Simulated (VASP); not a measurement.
InPd, 2 atoms in the cell. Symmetry: P4/mmm, No. 123, tetragonal system. The conventional cell has a = 3.309 Å, b = 3.309 Å, c = 3.297 Å, α = 90.00°, β = 90.00°, γ = 90.00°. Within 3.8 Å of In (site symmetry 4/mmm) lie 8 Pd at 2.86 Å and 6 In at 3.30 to 3.31 Å. Pd (site symmetry 4/mmm) has 8 In at 2.86 Å and 6 Pd at 3.30 to 3.31 Å within 3.8 Å. 

```yaml
Program: VASP 6.6.1
Task: single point
Functional: PBE
Potentials_or_basis: VASP PAW PBE potentials, release 64 (In_d, Pd)
Cutoff: 500 eV
k_mesh: 16 × 16 × 18
Occupations: gaussian, width 0.1 eV
Spin: no spin polarisation
Dipole_correction: no
Further_INCAR_settings: ALGO = Normal; EDIFF = 1e-06; NBANDS = 18
```

Potentials or basis: VASP PAW PBE potentials, release 64 (In_d, Pd).

Launch:

```console
$ cat potpaw_PBE.64/In_d/POTCAR potpaw_PBE.64/Pd/POTCAR > POTCAR
$ mpirun -np 1 vasp_std > vasp.out
```

Hardware: 1 thread of Intel(R) Xeon(R) Platinum 8259CL CPU @ 2.50GHz (Skylake/Cascade Lake) (shared host).

**Question.** Estimate the wall time of this run.

**Answer.** Run time: 97 s on 1 thread of Intel(R) Xeon(R) Platinum 8259CL CPU @ 2.50GHz (Skylake/Cascade Lake), with other jobs on the host, peak memory 0.37 GiB. Counts: scf iterations 12, k points 450.
